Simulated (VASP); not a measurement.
# CuO (Cc) in VASP: further runs, part 2 of 2

VASP 6.6.1. The steps go on from the part before.

**3. Single point, LDA**

The input, INCAR:

```
ALGO = Normal
EDIFF = 1E-6
ENCUT = 700
GGA = CA
GGA_COMPAT = False
ISIF = 2
ISMEAR = -1
LASPH = True
LCHARG = True
LELF = True
LREAL = False
LVHAR = True
LWAVE = False
NBANDS = 33
NELM = 120
PREC = Accurate
SIGMA = 0.05
```

The input, KPOINTS:

```
k-points
0
Gamma
  6 6 3
```

The input, POSCAR:

```
CuO
1.0
    2.3446497600     -1.7133998200      0.0000000000
    2.3446497600      1.7133998200      0.0000000000
   -0.8605499100      0.0000000000      5.0594394800
Cu O
2 2
Direct
    0.0032000000      0.4968000000      0.0000000000
    0.4968000000      0.0032000000      0.5000000000
    0.5714000000      0.4056000000      0.2537000000
    0.4056000000      0.5714000000      0.7537000000
```

Potentials or basis: VASP PAW LDA potentials, release 64 (Cu_sv_GW, O).

The run is started by

```console
> cat potpaw_LDA.64/Cu_sv_GW/POTCAR potpaw_LDA.64/O/POTCAR > POTCAR
> mpirun -np 1 vasp_std > vasp.out
```

OUTCAR:

```text
EDIFF = 1E-6
   ENCUT = 700
   GGA = CA
   ISIF = 2
   ISMEAR = -1
   LASPH = True
   LREAL = False
   NELM = 120
   PREC = Accurate

 ion  position               nearest neighbor table
   1  0.003  0.497  0.000-   4 1.91   3 1.93   4 1.98   3 2.02
   2  0.497  0.003  0.500-   3 1.91   4 1.93   3 1.98   4 2.02
   3  0.571  0.406  0.254-   2 1.91   1 1.93   2 1.98   1 2.02
   4  0.406  0.571  0.754-   1 1.91   2 1.93   1 1.98   2 2.02

  LATTYP: Found a base centered monoclinic cell.
 ALAT       =     4.6892995200
 B/A-ratio  =     0.7307700490
 C/A-ratio  =     1.0944283419
 COS(beta)  =    -0.1676798045

  Lattice vectors:

 A1 = (   2.3446497600,  -1.7133998200,   0.0000000000)
 A2 = (   2.3446497600,   1.7133998200,   0.0000000000)
 A3 = (  -0.8605499100,   0.0000000000,   5.0594394800)

Analysis of symmetry for initial positions (statically):
=====================================================================
 Subroutine PRICEL returns:
 Original cell was already a primitive cell.

 Routine SETGRP: Setting up the symmetry group for a
 base centered monoclinic supercell.

 Subroutine GETGRP returns: Found  2 space group operations
 (whereof  1 operations were pure point group operations)
 out of a pool of  4 trial point group operations.

The static configuration has the point symmetry C_1 .
 The point group associated with its full space group is C_1h.

Analysis of symmetry for dynamics (positions and initial velocities):
=====================================================================
 Subroutine PRICEL returns:
 Original cell was already a primitive cell.

 Routine SETGRP: Setting up the symmetry group for a
 base centered monoclinic supercell.

 Subroutine GETGRP returns: Found  2 space group operations
 (whereof  1 operations were pure point group operations)
 out of a pool of  4 trial point group operations.

The dynamic configuration has the point symmetry C_1 .
[... 115 lines left out ...]
   NELECT =      50.0000    total number of electrons
   NUPDOWN=      -1.0000    fix difference up-down
   EMIN   =  10.00;   EMAX   =-10.00  energy-range for DOS
   EFERMI =   0.00;   METHOD = LEGACY
   ISMEAR =    -1;   SIGMA  =   0.05  broadening in eV -4-tet -1-fermi 0-gaus
   EFERMI_NEDOS =   21; number of points for ismear=-14 and -15
   IALGO  =     38    algorithm
   IMIX   =      4    mixing-type and parameters
     AMIX     =   0.40;   BMIX     =  1.00
     AMIX_MAG =   1.60;   BMIX_MAG =  1.00
  volume/ion in A,a.u.               =      10.16        68.58
  Fermi-wavevector in a.u.,A,eV,Ry     =   1.754049  3.314673 41.860895  3.076689
  Thomas-Fermi vector in A             =   2.824066
   LORBIT       =      0    0 simple, 1 ext, 2 COOP (PROOUT), +10 PAW based schemes
   GGA     = CA    functional components
   LHFCALC =     F    Hartree Fock is set to
   AEXX    =    0.0000 exact exchange contribution
   IVDW    =     0    specifies the selected vdW correction
   LEPSILON=     F    determine dielectric tensor
   LRPA    =     F    only Hartree local field effects (RPA)
 non-spin polarized calculation
  energy-cutoff  :      700.00
  volume of cell :       40.65
 maximum number of plane-waves:      1720
 NGX is ok and might be reduce to    28
   NGX = 13   NGY = 13   NGZ = 23

 number of electron      49.9999991 magnetization

 Free energy of the ion-electron system (eV)
  ---------------------------------------------------
  ext. energy  EPLUGINS =         0.00000000
  ---------------------------------------------------
  free energy    TOTEN  =       -23.40149330 eV

  energy without entropy =      -23.37859699  energy(sigma->0) =      -23.39004514

 E-fermi :   5.3074     XC(G=0): -12.8350

 val. band max:        5.2792277196   @ k =   0.1667  -0.0000   0.0000
 cond. band min:       5.3148655967   @ k =   0.5000   0.3333   0.3333
 fundamental gap:      0.0356378771
 Fermi energy:         5.3074134789

 k-point     1 :       0.0000    0.0000    0.0000
  band No.  band energies     occupation
      1    -106.1855      2.00000
      2    -106.1849      2.00000
      3     -64.3116      2.00000
      4     -64.3113      2.00000
      5     -64.2804      2.00000
      6     -64.2709      2.00000
[... 853 lines left out ...]
     32      19.0381      0.00000
     33      20.0295      0.00000

 [... further k-points ...]
[... 5 lines left out ...]
  --------------------------------------------------------------------------------------
  -------------------------------------------------------------------------------------
  Total       -3.2958454     -2.1359781     -3.6107627      0.0000000      0.0000000     -0.0678010
  in kB     -129.8997511    -84.1856922   -142.3116432      0.0000000      0.0000000     -2.6722549
  external PRESSURE =    -118.7990288 kB  Pullay stress =       0.0000000 kB

 VOLUME and BASIS-vectors are now :
 -----------------------------------------------------------------------------
  energy-cutoff  :      700.00
  volume of cell :       40.65
      direct lattice vectors                 reciprocal lattice vectors
     2.344649760 -1.713399820  0.000000000     0.213251467 -0.291817470  0.036271514
     2.344649760  1.713399820  0.000000000     0.213251467  0.291817470  0.036271514
    -0.860549910  0.000000000  5.059439480     0.000000000  0.000000000  0.197650353

 POSITION                                       TOTAL-FORCE (eV/Angst)
 -----------------------------------------------------------------------------------
      1.17232      0.84573      0.00000        -0.555808      0.306714      0.217521
      0.74205     -0.84573      2.52972        -0.555808     -0.306714      0.217521
      2.07240     -0.28408      1.28358         0.555808      0.486406     -0.217521
      1.64213      0.28408      3.81330         0.555808     -0.486406     -0.217521
 -----------------------------------------------------------------------------------
    total drift:                               -0.001390      0.000000      0.000800

  FREE ENERGIE OF THE ION-ELECTRON SYSTEM (eV)
  ---------------------------------------------------
  free  energy   TOTEN  =       -23.4014932953 eV

  energy  without entropy=      -23.3785969919  energy(sigma->0) =      -23.39004514
```

Wall time 37 s (1 thread of Intel Xeon 6975P-C (Granite Rapids), shared host); peak memory 0.21 GiB.

What came out:

```
Free energy            : -23.4015 eV
Pressure               : -11.9 GPa
Largest force          : 0.770 eV/Å
Band gap on the k mesh : zero (band 25 reaches 5.52 eV, above the bottom of band 26 at 5.04 eV)
```

Forces on the atoms (eV/Å):
```
Cu  -0.556  0.307  0.218
Cu  -0.556 -0.307  0.218
O    0.556  0.486 -0.218
O    0.556 -0.486 -0.218
```

Caveat: the k points lie up to 0.41 Å⁻¹ apart; semilocal functionals often make such compounds metallic where correlation or magnetic order opens a gap, which also shifts bond lengths. With open d or f shells a metallic result of LDA can be an artefact of self-interaction; +U or a hybrid may open a gap.
